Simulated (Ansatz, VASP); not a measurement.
## Fe9Co7: VASP beside Ansatz

```
Fe Co
1.0
     5.67438    0.00000    0.00000
     0.00000    5.67438    0.00000
     0.00000    0.00000    5.67438
Fe Co
9 7
Direct
  0.74961 0.74961 0.74961
  0.25039 0.74961 0.74961
  0.25039 0.25039 0.25039
  0.74961 0.25039 0.74961
  0.74961 0.74961 0.25039
  0.74961 0.25039 0.25039
  0.25039 0.25039 0.74961
  0.25039 0.74961 0.25039
  0.00000 0.00000 0.00000
  0.00000 0.50000 0.50000
  0.50000 0.00000 0.00000
  0.50000 0.50000 0.00000
  0.50000 0.00000 0.50000
  0.00000 0.00000 0.50000
  0.50000 0.50000 0.50000
  0.00000 0.50000 0.00000
```

Alike in both runs: task single point; functional r2SCAN; k mesh 6 × 6 × 6; occupations gaussian, width 0.1 eV; collinear spin.

```csv
,VASP,Ansatz
version,VASP 6.6.1,Ansatz 0.2.0
potentials or method,"VASP PAW PBE potentials, release 64 (Fe, Co), cutoff 660 eV","scalar-relativistic, plane waves, PAW"
valence electrons in the cell,135,263
```

Ansatz gave:

- gap on the k mesh at the Fermi level (eV): none
- pressure (GPa): 0.0
- rms of the force components (eV/Å): 0.000
- net moment per atom (μB): 2.40
- size of the moment on the site where the two differ most (μB): 2.65

**Question.** Which values does VASP return?

**Answer.** gap on the k mesh at the Fermi level (eV): none; pressure (GPa): -2.3; rms of the force components (eV/Å): 0.020; net moment per atom (μB): 2.30; size of the moment on the site where the two differ most (μB): 2.45.

The net moments are unlike, so the other rows may belong to different states. VASP's potentials were made for PBE, not for r2SCAN. Site moments also hang on the region over which each program counts them. Atom by atom the forces differ by 0.020 eV/Å (rms over components). A gap of «none» marks a metal or a gap that the smearing closes. VASP's potentials hold 135 valence electrons a cell and Ansatz's 263, so a difference there can come from the potentials and not from the codes. Ansatz's warnings: moment headroom below auto, stability check not made.

Noted on VASP's run: too few bands were computed for a metal, which touches its energy and stress.
